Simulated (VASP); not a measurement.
BaTe: single point with PBE

The system is BaTe.

```
CELL_PARAMETERS angstrom
0.00000 3.91416 3.91416
3.91416 0.00000 3.91416
3.91416 3.91416 0.00000
ATOMIC_POSITIONS crystal
Ba 0.00000 0.00000 0.00000
Te 0.25000 0.25000 0.25000
```

```yaml
Program: VASP 6.6.1
Task: single point
Functional: PBE
Potentials_or_basis: VASP PAW PBE potentials, release 64 (Ba_sv, Te)
Cutoff: 500 eV
k_mesh: 2 × 2 × 2
Occupations: gaussian, width 0.01 eV
Spin: no spin polarisation
Dipole_correction: no
Further_INCAR_settings: ALGO = Normal; EDIFF = 1e-06; NBANDS = 15
```

* Pressure: 0.5 GPa
* Band gap on the k mesh: 2.57 eV (least direct gap 2.91 eV)

Levels at points of the mesh, in eV from the valence-band top:
```csv
k point,band 4,band 5,band 6,band 7,band 8,band 9,band 10,band 11,band 12,band 13
"(0.00, 0.00, 0.00)",-12.11,-8.71,-0.44,-0.44,-0.44,2.57,4.10,4.10,6.06,6.06
"(0.50, 0.00, 0.00)",-12.12,-8.44,-0.70,-0.25,-0.25,3.98,4.30,4.30,4.52,5.18
"(0.50, 0.50, 0.00)",-12.14,-8.35,-0.97,0.00,0.00,2.91,3.89,4.95,4.95,4.95
```

It took 13 s on 1 thread of Intel(R) Xeon(R) Platinum 8375C CPU @ 2.90GHz (Ice Lake), on a shared host, peak memory 0.23 GiB.

Caveat: the k points lie up to 0.70 Å⁻¹ apart; spin-orbit coupling is left out, which moves the levels of the heavy elements. A k mesh can miss the band edges.
